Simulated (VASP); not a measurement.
# CuAu (P4/mmm) in VASP: notebook

The runs below take CuAu through electric field gradients, with PBEsol, PBE.

All numbers are computed with VASP 6.6.1; they aren't measurements. Logs are shortened: lines on timing, memory, paths and dates and some standing lists are left out, and cuts for length are marked.

**1. The cell of the first run**

Symmetry: P4/mmm, No. 123, tetragonal system. Conventional cell: a = 2.800 Å, b = 2.800 Å, c = 3.670 Å, α = 90.00°, β = 90.00°, γ = 90.00°. Cu (site symmetry 4/mmm) has 8 Au at 2.70 Å and 6 Cu at 2.80 to 3.67 Å within 3.7 Å. Within 3.7 Å of Au (site symmetry 4/mmm) lie 8 Cu at 2.70 Å and 6 Au at 2.80 to 3.67 Å.

**2. Electric field gradients, PBEsol**

INCAR

```
SYSTEM = CuAu
PREC = Accurate
ENCUT = 610
EDIFF = 1E-8
ISMEAR = -1
SIGMA = 0.05
LREAL = .False.
LASPH = .True.
NELM = 120
ALGO = Normal
ISIF = 2
LWAVE = .False.
LCHARG = .False.
GGA = PS
LEFG = .True.
NBANDS = 26
GGA_COMPAT = .False.
```

KPOINTS

```
regular mesh
0
Gamma
  13 13 10
  0 0 0
```

POSCAR

```
CuAu
1.0
    2.8000000000      0.0000000000      0.0000000000
    0.0000000000      2.8000000000      0.0000000000
    0.0000000000      0.0000000000      3.6700000000
Cu Au
1 1
Direct
    0.5000000000      0.5000000000      0.5000000000
    0.0000000000      0.0000000000      0.0000000000
```

Potentials or basis: VASP PAW PBE potentials, release 64 (Cu_sv_GW, Au_sv_GW).

Launch:

```bash
$ cat potpaw_PBE.64/Cu_sv_GW/POTCAR potpaw_PBE.64/Au_sv_GW/POTCAR > POTCAR
$ mpirun -np 1 vasp_std > vasp.out
```

OUTCAR:

```text
SYSTEM = CuAu
   PREC = Accurate
   ENCUT = 610
   EDIFF = 1E-8
   ISMEAR = -1
   LREAL = .False.
   LASPH = .True.
   NELM = 120
   ISIF = 2
   GGA = PS

 ion  position               nearest neighbor table
   1  0.500  0.500  0.500-   2 2.70   2 2.70   2 2.70   2 2.70   2 2.70   2 2.70   2 2.70   2 2.70

   2  0.000  0.000  0.000-   1 2.70   1 2.70   1 2.70   1 2.70   1 2.70   1 2.70   1 2.70   1 2.70

  LATTYP: Found a simple tetragonal cell.
 ALAT       =     2.8000000000
 C/A-ratio  =     1.3107142857

  Lattice vectors:

 A1 = (   2.8000000000,   0.0000000000,   0.0000000000)
 A2 = (   0.0000000000,   2.8000000000,   0.0000000000)
 A3 = (   0.0000000000,   0.0000000000,   3.6700000000)

Analysis of symmetry for initial positions (statically):
=====================================================================
 Subroutine PRICEL returns:
 Original cell was already a primitive cell.

 Routine SETGRP: Setting up the symmetry group for a
 simple tetragonal supercell.

 Subroutine GETGRP returns: Found 16 space group operations
 (whereof 16 operations were pure point group operations)
 out of a pool of 16 trial point group operations.

The static configuration has the point symmetry D_4h.

Analysis of symmetry for dynamics (positions and initial velocities):
=====================================================================
 Subroutine PRICEL returns:
 Original cell was already a primitive cell.

 Routine SETGRP: Setting up the symmetry group for a
 simple tetragonal supercell.

 Subroutine GETGRP returns: Found 16 space group operations
 (whereof 16 operations were pure point group operations)
 out of a pool of 16 trial point group operations.

The dynamic configuration has the point symmetry D_4h.

 Subroutine INISYM returns: Found 16 space group operations
 (whereof 16 operations are pure point group operations),
 and found     1 'primitive' translations

----------------------------------------------------------------------------------------

                                     Primitive cell

  volume of cell :      28.7728

  direct lattice vectors                    reciprocal lattice vectors
     2.800000000  0.000000000  0.000000000     0.357142857  0.000000000  0.000000000
     0.000000000  2.800000000  0.000000000     0.000000000  0.357142857  0.000000000
     0.000000000  0.000000000  3.670000000     0.000000000  0.000000000  0.272479564
[... 115 lines left out ...]
 non-spin polarized calculation
  energy-cutoff  :      610.00
  volume of cell :       28.77
 maximum number of plane-waves:      1007
 NGX is ok and might be reduce to    24
   NGX = 11   NGY = 11   NGZ = 15

 number of electron      38.0000020 magnetization

 Free energy of the ion-electron system (eV)
  ---------------------------------------------------
  ext. energy  EPLUGINS =         0.00000000
  ---------------------------------------------------
  free energy    TOTEN  =        -7.81642263 eV

  energy without entropy =       -7.81192520  energy(sigma->0) =       -7.81417392

 E-fermi :   8.3526     XC(G=0): -13.5376

 val. band max:        8.3452933815   @ k =   0.4615   0.1538   0.4000
 cond. band min:       8.3906080166   @ k =   0.4615   0.0000   0.3000
 fundamental gap:      0.0453146351
 Fermi energy:         8.3526260268

 k-point     1 :       0.0000    0.0000    0.0000
  band No.  band energies     occupation
      1    -103.5984      2.00000
      2     -97.8340      2.00000
      3     -61.1602      2.00000
      4     -61.1488      2.00000
      5     -61.1488      2.00000
      6     -49.0676      2.00000
[... 685 lines left out ...]
     25      21.4938      0.00000
     26      21.6925      0.00000

 [... further k-points ...]
[... 5 lines left out ...]
  --------------------------------------------------------------------------------------
  -------------------------------------------------------------------------------------
  Total       -0.6773353     -0.6773353     -0.6075727      0.0000000      0.0000000     -0.0000000
  in kB      -37.7165688    -37.7165688    -33.8319228      0.0000000      0.0000000     -0.0000000
  external PRESSURE =     -36.4216868 kB  Pullay stress =       0.0000000 kB

 VOLUME and BASIS-vectors are now :
 -----------------------------------------------------------------------------
  energy-cutoff  :      610.00
  volume of cell :       28.77
      direct lattice vectors                 reciprocal lattice vectors
     2.800000000  0.000000000  0.000000000     0.357142857  0.000000000  0.000000000
     0.000000000  2.800000000  0.000000000     0.000000000  0.357142857  0.000000000
     0.000000000  0.000000000  3.670000000     0.000000000  0.000000000  0.272479564

 POSITION                                       TOTAL-FORCE (eV/Angst)
 -----------------------------------------------------------------------------------
      1.40000      1.40000      1.83500         0.000000      0.000000      0.000000
      0.00000      0.00000      0.00000         0.000000      0.000000      0.000000
 -----------------------------------------------------------------------------------
    total drift:                                0.000000      0.000000     -0.000000

  FREE ENERGIE OF THE ION-ELECTRON SYSTEM (eV)
  ---------------------------------------------------
  free  energy   TOTEN  =        -7.8164226332 eV

  energy  without entropy=       -7.8119251975  energy(sigma->0) =       -7.81417392

 Electric field gradients (V/A^2)
---------------------------------------------------------------------
 ion       V_xx      V_yy      V_zz      V_xy      V_xz      V_yz
---------------------------------------------------------------------
   1       5.770     5.770   -11.541    -0.000    -0.000    -0.000
   2     -32.626   -32.626    65.252    -0.000    -0.000    -0.000
---------------------------------------------------------------------

 Electric field gradients after diagonalization (V/A^2)
 (convention: |V_zz| > |V_xx| > |V_yy|)
----------------------------------------------------------------------
 ion       V_xx      V_yy      V_zz     asymmetry (V_yy - V_xx)/ V_zz
----------------------------------------------------------------------
   1       5.770     5.770   -11.541       0.000
   2     -32.626   -32.626    65.252       0.000
----------------------------------------------------------------------

           NMR quadrupolar parameters

 Cq : quadrupolar parameter    Cq=e*Q*V_zz/h
 eta: asymmetry parameters     (V_yy - V_xx)/ V_zz
 Q  : nuclear electric quadrupole moment in mb (millibarn)
----------------------------------------------------------------------
 ion       Cq(MHz)       eta       Q (mb)
----------------------------------------------------------------------
   1      -0.028       0.000       1.000
   2       0.158       0.000       1.000
----------------------------------------------------------------------
```

OSZICAR:

```text
N       E                     dE             d eps       ncg     rms          rms(c)
DAV:   1     0.780865418474E+03    0.78087E+03   -0.25246E+04 12884   0.402E+03
DAV:   2     0.758864792235E+02   -0.70498E+03   -0.67637E+03 13244   0.117E+03
DAV:   3    -0.584158823826E+01   -0.81728E+02   -0.78432E+02 15280   0.458E+02
DAV:   4    -0.101340210503E+02   -0.42924E+01   -0.42567E+01 15696   0.117E+02
DAV:   5    -0.103071166156E+02   -0.17310E+00   -0.17301E+00 14880   0.169E+01    0.133E+01
DAV:   6    -0.786349688771E+01    0.24436E+01   -0.83888E+00 14876   0.727E+01    0.141E+01
DAV:   7    -0.784614767575E+01    0.17349E-01   -0.55950E-01 16000   0.209E+01    0.802E+00
DAV:   8    -0.786634603761E+01   -0.20198E-01   -0.33564E-01 14318   0.292E+01    0.207E+00
DAV:   9    -0.781578294183E+01    0.50563E-01   -0.18284E-01 11808   0.284E+01    0.305E-01
DAV:  10    -0.781643412993E+01   -0.65119E-03   -0.15223E-02 17216   0.245E+00    0.992E-02
DAV:  11    -0.781643287699E+01    0.12529E-05   -0.46635E-04 13094   0.849E-01    0.340E-02
DAV:  12    -0.781642453310E+01    0.83439E-05   -0.52080E-05 16160   0.310E-01    0.199E-02
DAV:  13    -0.781642335949E+01    0.11736E-05   -0.20065E-06 15594   0.604E-02    0.110E-02
DAV:  14    -0.781642268375E+01    0.67574E-06   -0.23236E-06 15800   0.777E-02    0.150E-03
DAV:  15    -0.781642263280E+01    0.50948E-07   -0.23487E-07 13872   0.165E-02    0.213E-04
DAV:  16    -0.781642263324E+01   -0.43838E-09   -0.44932E-09  6036   0.295E-03
   1 F= -.78164226E+01 E0= -.78141739E+01  d E =-.449744E-02
```

stdout:

```text
POSCAR found type information on POSCAR CuAu
 POSCAR found :  2 types and       2 ions
 scaLAPACK will be used
 -----------------------------------------------------------------------------
|                                                                             |
|                                                                             |
|     You enforced a specific xc type in the INCAR file but a different       |
|     I HOPE YOU KNOW WHAT YOU ARE DOING!                                     |
|                                                                             |
 -----------------------------------------------------------------------------

 LDA part: xc-table for (Slater+PW92), standard interpolation
 POSCAR, INCAR and KPOINTS ok, starting setup
 FFT: planning ... GRIDC
 FFT: planning ... GRID_SOFT
 FFT: planning ... GRID
 WAVECAR not read
 entering main loop
ion   1

ion   2
```

It took 2.8 min on 1 thread of Intel Xeon Platinum 8259CL at 2.50GHz (Skylake/Cascade Lake), shared host; peak memory 0.31 GiB.

Results:

```
Free energy                             : -7.8164 eV
Pressure                                : -3.6 GPa
Band gap on the k mesh                  : zero (bands 19 and 20 overlap by 6.41 eV)
Largest electric field gradient by atom : Cu -11.5; Au +65.3 V/Å²
```

Stress tensor (GPa, compression positive):
```
-3.77  0.00  0.00
 0.00 -3.77  0.00
 0.00  0.00 -3.38
```

Levels at points of the mesh, in eV from the Fermi level:
| k point | band 16 | band 17 | band 18 | band 19 | band 20 | band 21 | band 22 | band 23 |
| --- | --- | --- | --- | --- | --- | --- | --- | --- |
| (0.00, 0.00, 0.00) | -2.14 | -1.69 | -1.46 | -1.46 | 2.00 | 8.09 | 9.99 | 9.99 |
| (0.00, 0.00, 0.50) | -2.78 | -2.36 | -2.34 | -2.34 | -1.97 | 14.35 | 14.62 | 14.62 |

Electric field gradients, principal values (V/Å²):
| atom | least | middle | greatest (by size) |
| --- | --- | --- | --- |
| 1 Cu | 5.770 | 5.770 | -11.541 |
| 2 Au | -32.626 | -32.626 | 65.252 |

Caveat: the cell stands under tension; without QUAD_EFG the Cq values of the log hold for a quadrupole moment of 1 mb, not for the nuclei; the PAW data sets were made with another functional, which shifts forces and pressure a little; spin-orbit coupling is left out, which moves the levels of the heavy elements.

**3. Electric field gradients, PBE**

INCAR

```
ALGO = Normal ; EDIFF = 1E-8
ENCUT = 610 ; GGA = PE
GGA_COMPAT = False ; ISIF = 2
ISMEAR = -1 ; LASPH = True
LCHARG = False ; LEFG = True
LREAL = False ; LWAVE = False
NBANDS = 26 ; NELM = 120
PREC = Accurate ; SIGMA = 0.05
```

KPOINTS

```
k-points
0
Gamma
  13 13 10
```

POSCAR is that of step 2.

Potentials or basis: VASP PAW PBE potentials, release 64 (Cu_sv_GW, Au_sv_GW).

Launch:

```bash
$ cat potpaw_PBE.64/Cu_sv_GW/POTCAR potpaw_PBE.64/Au_sv_GW/POTCAR > POTCAR
$ mpirun -np 1 vasp_std > vasp.out
```

OUTCAR:

```text
EDIFF = 1E-8
   ENCUT = 610
   GGA = PE
   ISIF = 2
   ISMEAR = -1
   LASPH = True
   LREAL = False
   NELM = 120
   PREC = Accurate

 ion  position               nearest neighbor table
   1  0.500  0.500  0.500-   2 2.70   2 2.70   2 2.70   2 2.70   2 2.70   2 2.70   2 2.70   2 2.70

   2  0.000  0.000  0.000-   1 2.70   1 2.70   1 2.70   1 2.70   1 2.70   1 2.70   1 2.70   1 2.70

  LATTYP: Found a simple tetragonal cell.
 ALAT       =     2.8000000000
 C/A-ratio  =     1.3107142857

  Lattice vectors:

 A1 = (   2.8000000000,   0.0000000000,   0.0000000000)
 A2 = (   0.0000000000,   2.8000000000,   0.0000000000)
 A3 = (   0.0000000000,   0.0000000000,   3.6700000000)

Analysis of symmetry for initial positions (statically):
=====================================================================
 Subroutine PRICEL returns:
 Original cell was already a primitive cell.

 Routine SETGRP: Setting up the symmetry group for a
 simple tetragonal supercell.

[... 885 lines left out ...]
      direct lattice vectors                 reciprocal lattice vectors
     2.800000000  0.000000000  0.000000000     0.357142857  0.000000000  0.000000000
     0.000000000  2.800000000  0.000000000     0.000000000  0.357142857  0.000000000
     0.000000000  0.000000000  3.670000000     0.000000000  0.000000000  0.272479564

 POSITION                                       TOTAL-FORCE (eV/Angst)
 -----------------------------------------------------------------------------------
      1.40000      1.40000      1.83500         0.000000      0.000000      0.000000
      0.00000      0.00000      0.00000         0.000000      0.000000      0.000000
 -----------------------------------------------------------------------------------
    total drift:                                0.000000      0.000000     -0.000000

  FREE ENERGIE OF THE ION-ELECTRON SYSTEM (eV)
  ---------------------------------------------------
  free  energy   TOTEN  =        -6.4730467842 eV

  energy  without entropy=       -6.4686378900  energy(sigma->0) =       -6.47084234

 Electric field gradients (V/A^2)
---------------------------------------------------------------------
 ion       V_xx      V_yy      V_zz      V_xy      V_xz      V_yz
---------------------------------------------------------------------
   1       5.887     5.887   -11.774     0.000     0.000    -0.000
   2     -32.987   -32.987    65.973     0.000     0.000    -0.000
---------------------------------------------------------------------

 Electric field gradients after diagonalization (V/A^2)
 (convention: |V_zz| > |V_xx| > |V_yy|)
----------------------------------------------------------------------
 ion       V_xx      V_yy      V_zz     asymmetry (V_yy - V_xx)/ V_zz
----------------------------------------------------------------------
   1       5.887     5.887   -11.774       0.000
   2     -32.987   -32.987    65.973       0.000
----------------------------------------------------------------------

           NMR quadrupolar parameters

 Cq : quadrupolar parameter    Cq=e*Q*V_zz/h
 eta: asymmetry parameters     (V_yy - V_xx)/ V_zz
 Q  : nuclear electric quadrupole moment in mb (millibarn)
----------------------------------------------------------------------
 ion       Cq(MHz)       eta       Q (mb)
----------------------------------------------------------------------
   1      -0.028       0.000       1.000
   2       0.160       0.000       1.000
----------------------------------------------------------------------
```

OSZICAR:

```text
N       E                     dE             d eps       ncg     rms          rms(c)
DAV:   1     0.783454131500E+03    0.78345E+03   -0.25311E+04 12898   0.403E+03
DAV:   2     0.782435122869E+02   -0.70521E+03   -0.67670E+03 13228   0.117E+03
DAV:   3    -0.404714651363E+01   -0.82291E+02   -0.78886E+02 15204   0.458E+02
DAV:   4    -0.843877081052E+01   -0.43916E+01   -0.43545E+01 15716   0.118E+02
DAV:   5    -0.863176239488E+01   -0.19299E+00   -0.19291E+00 14896   0.178E+01    0.126E+01
DAV:   6    -0.650512096805E+01    0.21266E+01   -0.74265E+00 14948   0.666E+01    0.130E+01
DAV:   7    -0.649809324703E+01    0.70277E-02   -0.53843E-01 17272   0.186E+01    0.650E+00
DAV:   8    -0.652068732810E+01   -0.22594E-01   -0.40494E-01 10112   0.379E+01    0.342E+00
DAV:   9    -0.647285022268E+01    0.47837E-01   -0.22405E-01 11500   0.256E+01    0.230E-01
DAV:  10    -0.647302342755E+01   -0.17320E-03   -0.96325E-03 16864   0.197E+00    0.118E-01
DAV:  11    -0.647305502536E+01   -0.31598E-04   -0.33629E-04 14664   0.601E-01    0.482E-02
DAV:  12    -0.647304666345E+01    0.83619E-05   -0.41752E-05 15504   0.160E-01    0.523E-03
DAV:  13    -0.647304650859E+01    0.15486E-06   -0.11707E-06 13232   0.197E-02    0.405E-03
DAV:  14    -0.647304679334E+01   -0.28475E-06   -0.56718E-07 15160   0.337E-02    0.556E-04
DAV:  15    -0.647304674961E+01    0.43732E-07   -0.10526E-08  7080   0.386E-03    0.352E-04
DAV:  16    -0.647304678712E+01   -0.37515E-07   -0.44500E-09  6438   0.302E-03    0.110E-04
DAV:  17    -0.647304678425E+01    0.28758E-08   -0.25393E-09  5750   0.228E-03
   1 F= -.64730468E+01 E0= -.64708423E+01  d E =-.440889E-02
```

stdout:

```text
POSCAR found type information on POSCAR CuAu
 POSCAR found :  2 types and       2 ions
 scaLAPACK will be used
 LDA part: xc-table for (Slater+PW92), standard interpolation
 POSCAR, INCAR and KPOINTS ok, starting setup
 FFT: planning ... GRIDC
 FFT: planning ... GRID_SOFT
 FFT: planning ... GRID
 WAVECAR not read
 entering main loop
ion   1

ion   2
```

Run time: 97 s. Hardware: 1 thread of AMD EPYC 9R45 (Zen 5), shared host; peak memory 0.28 GiB.

What came out:

```
Free energy                             : -6.4730 eV
Pressure                                : 4.9 GPa
Band gap on the k mesh                  : zero (bands 19 and 20 overlap by 6.46 eV)
Largest electric field gradient by atom : Cu -11.8; Au +66.0 V/Å²
```

Electric field gradients, principal values (V/Å²):
```
atom    least   middle  greatest (by size)
1 Cu    5.887    5.887             -11.774
2 Au  -32.987  -32.987              65.973
```

Caveat: the cell stands under pressure; without QUAD_EFG the Cq values of the log hold for a quadrupole moment of 1 mb, not for the nuclei; spin-orbit coupling is left out, which moves the levels of the heavy elements.

The gap in the log of VASP goes by the Fermi energy; the results here count the filled bands.